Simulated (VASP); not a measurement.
Set up this calculation in VASP 6.6.1, as the native input.

```yaml
Task: single point
Functional: PBE
Potentials_or_basis: VASP PAW PBE potentials, release 64 (Hf_pv)
Cutoff: 520 eV
k_mesh: 11 × 6 × 1
Occupations: gaussian, width 0.1 eV
Spin: no spin polarisation
Dipole_correction: yes
Further_INCAR_settings: ALGO = Fast; EDIFF = 1e-06; NBANDS = 61; ISYM = 0
```

The structure of Hf lies in POSCAR:

```
Hf
1.0
    3.2047644767      0.0000000000      0.0000000000
   -1.6023822384      5.7778219891      0.0000000000
    0.0000000000      0.0000000000     26.7654821185
Hf
10
Direct
    0.2499848275      0.4999696551      0.2802116535
    0.5961270026      0.1922540051      0.3560007385
    0.8653554376      0.7307108751      0.3711585555
    0.2114976126      0.4229952252      0.4469476405
    0.4807260476      0.9614520952      0.4621054575
    0.8268682226      0.6537364453      0.5378945425
    0.0960966576      0.1921933153      0.5530523595
    0.4422388327      0.8844776653      0.6288414445
    0.7114672677      0.4229345353      0.6439992615
    0.0576094427      0.1152188854      0.7197883465
```

These files were run (other wordings do the same):

INCAR

```
SYSTEM = Hf
PREC = Accurate
ENCUT = 520
EDIFF = 1E-6
ISMEAR = 0
SIGMA = 0.1
LREAL = .FALSE.
LASPH = .TRUE.
NELM = 100
ALGO = Fast
ISIF = 2
LWAVE = .FALSE.
LCHARG = .FALSE.
LDIPOL = .TRUE.
IDIPOL = 3
DIPOL = 0.5 0.5 0.500
GGA = PE
NBANDS = 61
ISYM = 0
```

KPOINTS

```
Automatic mesh
0
G
  11 6 1
  0 0 0
```

Potentials or basis: VASP PAW PBE potentials, release 64 (Hf_pv).

Launch:

```sh
$ cat potpaw_PBE.64/Hf_pv/POTCAR > POTCAR
$ mpirun -np 1 vasp_std > vasp.out
```

Results of the run:

* Largest force: 1.293 eV/Å
* Band gap on the k mesh: zero (bands 50 and 51 overlap by 0.63 eV)

Caveat: spin-orbit coupling is left out, which moves the levels of the heavy elements.

Run time: 89 min on 1 thread of Oxide Virtual Turin-like Processor, with other jobs on the host, peak memory 0.93 GiB.
